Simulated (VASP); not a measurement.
# In (I4/mmm) in VASP: further runs, part 3 of 3

VASP 6.6.1.

## Step 5: Electric field gradients, LDA (volume scaled by 0.96)

Input file INCAR:

```
SYSTEM = In
PREC = Accurate
ENCUT = 520
EDIFF = 1E-8
ISMEAR = -1
SIGMA = 0.05
LREAL = .False.
LASPH = .True.
NELM = 80
ALGO = Normal
ISIF = 2
LWAVE = .False.
LCHARG = .False.
LEFG = .True.
NBANDS = 12
```

Input file KPOINTS:

```
regular mesh
0
Gamma
  14 14 14
  0 0 0
```

Input file POSCAR:

```
In
1.0
   -1.6041723059      1.6041723059      2.4405141445
    1.6041723059     -1.6041723059      2.4405141445
    1.6041723059      1.6041723059     -2.4405141445
In
1
Direct
    0.0000000000      0.0000000000      0.0000000000
```

Potentials or basis: VASP PAW LDA potentials, release 64 (In_d).

Started as:

```sh
$ cat potpaw_LDA.64/In_d/POTCAR > POTCAR
$ mpirun -np 1 vasp_std > vasp.out
```

OUTCAR:

```text
SYSTEM = In
   PREC = Accurate
   ENCUT = 520
   EDIFF = 1E-8
   ISMEAR = -1
   LREAL = .False.
   LASPH = .True.
   NELM = 80
   ISIF = 2

 ion  position               nearest neighbor table
   1  0.000  0.000  0.000-

  LATTYP: Found a body centered tetragonal cell.
 ALAT       =     3.2083446118
 C/A-ratio  =     1.5213541186

  Lattice vectors:

 A1 = (  -1.6041723059,   1.6041723059,   2.4405141445)
 A2 = (   1.6041723059,  -1.6041723059,   2.4405141445)
 A3 = (   1.6041723059,   1.6041723059,  -2.4405141445)

Analysis of symmetry for initial positions (statically):
=====================================================================
 Subroutine PRICEL returns:
 Original cell was already a primitive cell.

 Routine SETGRP: Setting up the symmetry group for a
 body centered tetragonal supercell.

 Subroutine GETGRP returns: Found 16 space group operations
 (whereof 16 operations were pure point group operations)
 out of a pool of 16 trial point group operations.

The static configuration has the point symmetry D_4h.

Analysis of symmetry for dynamics (positions and initial velocities):
=====================================================================
 Subroutine PRICEL returns:
 Original cell was already a primitive cell.

 Routine SETGRP: Setting up the symmetry group for a
 body centered tetragonal supercell.

 Subroutine GETGRP returns: Found 16 space group operations
 (whereof 16 operations were pure point group operations)
 out of a pool of 16 trial point group operations.

The dynamic configuration has the point symmetry D_4h.

 Subroutine INISYM returns: Found 16 space group operations
 (whereof 16 operations are pure point group operations),
 and found     1 'primitive' translations

----------------------------------------------------------------------------------------
[... 157 lines left out ...]
     10      19.4563      0.00000
     11      22.0593      0.00000
     12      22.1683      0.00000
[... 331 lines left out ...]
 k-point    24 :       0.2857    0.1429    0.0000
  band No.  band energies     occupation
      1      -6.9264      2.00000
      2      -6.8916      2.00000
      3      -6.8171      2.00000
      4      -6.6745      2.00000
      5      -6.6162      2.00000
      6       0.7766      2.00000
      7       8.8151      0.00000
      8      13.0987      0.00000
      9      16.0465      0.00000
     10      18.8801      0.00000
     11      20.8363      0.00000
     12      22.3828      0.00000

 [... further k-points ...]
[... 5 lines left out ...]
  --------------------------------------------------------------------------------------
  -------------------------------------------------------------------------------------
  Total       -0.1862000     -0.1862000     -0.1025032      0.0000000     -0.0000000      0.0000000
  in kB      -11.8753608    -11.8753608     -6.5373922      0.0000000     -0.0000000      0.0000000
  external PRESSURE =     -10.0960379 kB  Pullay stress =       0.0000000 kB

 VOLUME and BASIS-vectors are now :
 -----------------------------------------------------------------------------
  energy-cutoff  :      520.00
  volume of cell :       25.12
      direct lattice vectors                 reciprocal lattice vectors
    -1.604172306  1.604172306  2.440514144     0.000000000  0.311687216  0.204874863
     1.604172306 -1.604172306  2.440514144     0.311687216  0.000000000  0.204874863
     1.604172306  1.604172306 -2.440514144     0.311687216  0.311687216  0.000000000

 POSITION                                       TOTAL-FORCE (eV/Angst)
 -----------------------------------------------------------------------------------
      0.00000      0.00000      0.00000         0.000000      0.000000      0.000000
 -----------------------------------------------------------------------------------
    total drift:                                0.000000      0.000000      0.000000

  FREE ENERGIE OF THE ION-ELECTRON SYSTEM (eV)
  ---------------------------------------------------
  free  energy   TOTEN  =        -3.2199808649 eV

  energy  without entropy=       -3.2166880692  energy(sigma->0) =       -3.21833447

 Electric field gradients (V/A^2)
---------------------------------------------------------------------
 ion       V_xx      V_yy      V_zz      V_xy      V_xz      V_yz
---------------------------------------------------------------------
   1     -11.581   -11.581    23.163    -0.001    -0.000    -0.000
---------------------------------------------------------------------

 Electric field gradients after diagonalization (V/A^2)
 (convention: |V_zz| > |V_xx| > |V_yy|)
----------------------------------------------------------------------
 ion       V_xx      V_yy      V_zz     asymmetry (V_yy - V_xx)/ V_zz
----------------------------------------------------------------------
   1     -11.583   -11.580    23.163       0.000
----------------------------------------------------------------------

           NMR quadrupolar parameters

 Cq : quadrupolar parameter    Cq=e*Q*V_zz/h
 eta: asymmetry parameters     (V_yy - V_xx)/ V_zz
 Q  : nuclear electric quadrupole moment in mb (millibarn)
----------------------------------------------------------------------
 ion       Cq(MHz)       eta       Q (mb)
----------------------------------------------------------------------
   1       0.056       0.000       1.000
----------------------------------------------------------------------
```

Wall time 41 s (1 thread of AMD EPYC 9R45 (Zen 5), shared host); peak memory 0.16 GiB.

What came out:

* Free energy: -3.2200 eV
* Pressure: -1.0 GPa

Stress tensor (GPa, compression positive):
```
-1.19  0.00  0.00
 0.00 -1.19  0.00
 0.00  0.00 -0.65
```

Electric field gradients, principal values (V/Å²):
| atom | least | middle | greatest (by size) |
| --- | --- | --- | --- |
| 1 In | -11.580 | -11.583 | 23.163 |

Caveat: without QUAD_EFG the Cq values of the log hold for a quadrupole moment of 1 mb, not for the nuclei; spin-orbit coupling is left out, which moves the levels of the heavy elements.

## Step 6: Electric field gradients, LDA (volume scaled by 0.99)

Input file INCAR:

```
PREC = Accurate
ENCUT = 520
EDIFF = 1E-8
ISMEAR = -1
SIGMA = 0.05
LREAL = False
LASPH = True
NELM = 80
ALGO = Normal
ISIF = 2
LWAVE = False
LCHARG = False
GGA = CA
LEFG = True
NBANDS = 12
```

Input file KPOINTS:

```
regular mesh
0
Gamma
  14 14 14
```

Input file POSCAR:

```
In
1.0
   -1.6207113306      1.6207113306      2.4656758579
    1.6207113306     -1.6207113306      2.4656758579
    1.6207113306      1.6207113306     -2.4656758579
In
1
Direct
    0.0000000000      0.0000000000      0.0000000000
```

Potentials or basis: VASP PAW LDA potentials, release 64 (In_d).

Started as:

```sh
$ cat potpaw_LDA.64/In_d/POTCAR > POTCAR
$ mpirun -np 1 vasp_std > vasp.out
```

OUTCAR:

```text
PREC = Accurate
   ENCUT = 520
   EDIFF = 1E-8
   ISMEAR = -1
   LREAL = False
   LASPH = True
   NELM = 80
   ISIF = 2
   GGA = CA

 ion  position               nearest neighbor table
   1  0.000  0.000  0.000-

  LATTYP: Found a body centered tetragonal cell.
 ALAT       =     3.2414226612
 C/A-ratio  =     1.5213541186

  Lattice vectors:

 A1 = (  -1.6207113306,   1.6207113306,   2.4656758579)
 A2 = (   1.6207113306,  -1.6207113306,   2.4656758579)
 A3 = (   1.6207113306,   1.6207113306,  -2.4656758579)

Analysis of symmetry for initial positions (statically):
=====================================================================
 Subroutine PRICEL returns:
 Original cell was already a primitive cell.

 Routine SETGRP: Setting up the symmetry group for a
[... 542 lines left out ...]
  in kB      -24.5477637    -24.5477637    -20.0297366      0.0000000      0.0000000      0.0000000
  external PRESSURE =     -23.0417547 kB  Pullay stress =       0.0000000 kB

 VOLUME and BASIS-vectors are now :
 -----------------------------------------------------------------------------
  energy-cutoff  :      520.00
  volume of cell :       25.91
      direct lattice vectors                 reciprocal lattice vectors
    -1.620711331  1.620711331  2.465675858     0.000000000  0.308506512  0.202784157
     1.620711331 -1.620711331  2.465675858     0.308506512  0.000000000  0.202784157
     1.620711331  1.620711331 -2.465675858     0.308506512  0.308506512  0.000000000

 POSITION                                       TOTAL-FORCE (eV/Angst)
 -----------------------------------------------------------------------------------
      0.00000      0.00000      0.00000         0.000000      0.000000      0.000000
 -----------------------------------------------------------------------------------
    total drift:                                0.000000      0.000000      0.000000

  FREE ENERGIE OF THE ION-ELECTRON SYSTEM (eV)
  ---------------------------------------------------
  free  energy   TOTEN  =        -3.2121838761 eV

  energy  without entropy=       -3.2087377095  energy(sigma->0) =       -3.21046079

 Electric field gradients (V/A^2)
---------------------------------------------------------------------
 ion       V_xx      V_yy      V_zz      V_xy      V_xz      V_yz
---------------------------------------------------------------------
   1     -11.140   -11.140    22.279    -0.000     0.000     0.000
---------------------------------------------------------------------

 Electric field gradients after diagonalization (V/A^2)
 (convention: |V_zz| > |V_xx| > |V_yy|)
----------------------------------------------------------------------
 ion       V_xx      V_yy      V_zz     asymmetry (V_yy - V_xx)/ V_zz
----------------------------------------------------------------------
   1     -11.140   -11.139    22.279       0.000
----------------------------------------------------------------------

           NMR quadrupolar parameters

 Cq : quadrupolar parameter    Cq=e*Q*V_zz/h
 eta: asymmetry parameters     (V_yy - V_xx)/ V_zz
 Q  : nuclear electric quadrupole moment in mb (millibarn)
----------------------------------------------------------------------
 ion       Cq(MHz)       eta       Q (mb)
----------------------------------------------------------------------
   1       0.054       0.000       1.000
----------------------------------------------------------------------
```

Run time: 40 s. Hardware: 1 thread of AMD EPYC 9R45 (Zen 5), shared host; peak memory 0.16 GiB.

Results:

```
Free energy : -3.2122 eV
Pressure    : -2.3 GPa
```

Electric field gradients, principal values (V/Å²):
```tsv
atom	least	middle	greatest (by size)
1 In	-11.139	-11.140	22.279
```

Caveat: without QUAD_EFG the Cq values of the log hold for a quadrupole moment of 1 mb, not for the nuclei; spin-orbit coupling is left out, which moves the levels of the heavy elements.

## Step 7: The runs side by side

```tsv
cell	gap on the mesh (eV)	pressure (GPa)
a = 3.422 Å, angles 122.4, 122.4, 85.8°, 1 atom	none	-4.0
a = 3.444 Å, angles 122.4, 122.4, 85.8°, 1 atom	none	-4.5
a = 3.332 Å, angles 122.4, 122.4, 85.8°, 1 atom	none	-1.0
a = 3.366 Å, angles 122.4, 122.4, 85.8°, 1 atom	none	-2.3
```

Alike in all rows: task electric field gradients; level LDA; potentials or basis VASP PAW LDA potentials, release 64 (In_d); no spin polarisation; k mesh 14 × 14 × 14; cutoff (eV) 520; smearing fermi-dirac 0.05 eV.

Caveats: spin-orbit coupling is left out, which moves the levels of the heavy elements.

Total energies depend on the potentials used, so only differences within one code and one set of settings carry meaning.
